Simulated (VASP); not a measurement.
Write the native input for VASP 6.6.1 that does the following.

| Property | Result |
| --- | --- |
| Task | single point |
| Functional | BLYP |
| Potentials or basis | VASP PAW PBE potentials, release 64 (H, Pb_d, N, O) |
| Cutoff | 520 eV |
| k mesh | 7 × 7 × 5 |
| Occupations | fermi-dirac, width 0.05 eV |
| Spin | no spin polarisation |
| Dipole correction | no |
| Further INCAR settings | ALGO = Normal; EDIFF = 1e-06; NBANDS = 31 |

The structure of HPbNO4 lies in POSCAR:

```
HPbNO4
1.0
    4.1992300000      0.1111700000      0.1681700000
    1.9160000000      3.8913200000      0.1256800000
    1.7608500000      1.2525900000      6.3726600000
H Pb N O
1 1 1 4
Direct
    0.8914500000      0.6820200000      0.6279600000
    0.1442600000      0.9287200000      0.8835200000
    0.2567000000      0.2886100000      0.3017100000
    0.8310800000      0.6505600000      0.7840500000
    0.3869400000      0.2238000000      0.1129500000
    0.3110400000      0.0357600000      0.4585600000
    0.0772600000      0.6063300000      0.3227500000
```

One way to write it, as run:

INCAR

```
SYSTEM = HPbNO4
PREC     = Accurate       ! precision mode
ENCUT    = 520            ! plane-wave cutoff, eV
EDIFF    = 1E-6           ! SCF threshold, eV
ISMEAR   = -1             ! smearing method
SIGMA    = 0.05           ! smearing width, eV
LREAL    = .FALSE.        ! projectors in reciprocal space
LASPH    = .TRUE.         ! aspherical terms in the spheres
NELM     = 100            ! most SCF steps
ALGO     = Normal         ! electronic algorithm
ISIF     = 2              ! what is computed and relaxed
LWAVE    = .FALSE.        ! write WAVECAR
LCHARG   = .FALSE.        ! write CHGCAR
GGA      = B5             ! functional
ALDAX    = 1.0          
AGGAX    = 1.0          
AGGAC    = 1.0          
ALDAC    = 0.0          
NBANDS   = 31             ! bands
```

KPOINTS

```
Automatic mesh
0
G
  7 7 5
  0 0 0
```

Potentials or basis: VASP PAW PBE potentials, release 64 (H, Pb_d, N, O).

Launch:

```console
$ cat potpaw_PBE.64/H/POTCAR potpaw_PBE.64/Pb_d/POTCAR potpaw_PBE.64/N/POTCAR potpaw_PBE.64/O/POTCAR > POTCAR
$ mpirun -np 1 vasp_std > vasp.out
```

Results of the run:

| Item | Value |
| --- | --- |
| Pressure | 3.1 GPa |
| Largest force | 0.893 eV/Å |
| Band gap on the k mesh | 2.74 eV (least direct gap 2.76 eV) |

Caveat: the standard files for N, O and F lose accuracy on very short bonds; the cell stands under pressure; the PAW data sets were made with another functional, which shifts forces and pressure a little; spin-orbit coupling is left out, which moves the levels of the heavy elements; an odd mesh through Γ misses points on the zone boundary, where band edges can lie.

Run time: 5.3 min on 1 thread of Intel(R) Xeon(R) Platinum 8488C (Sapphire Rapids), on a shared host, peak memory 0.46 GiB.
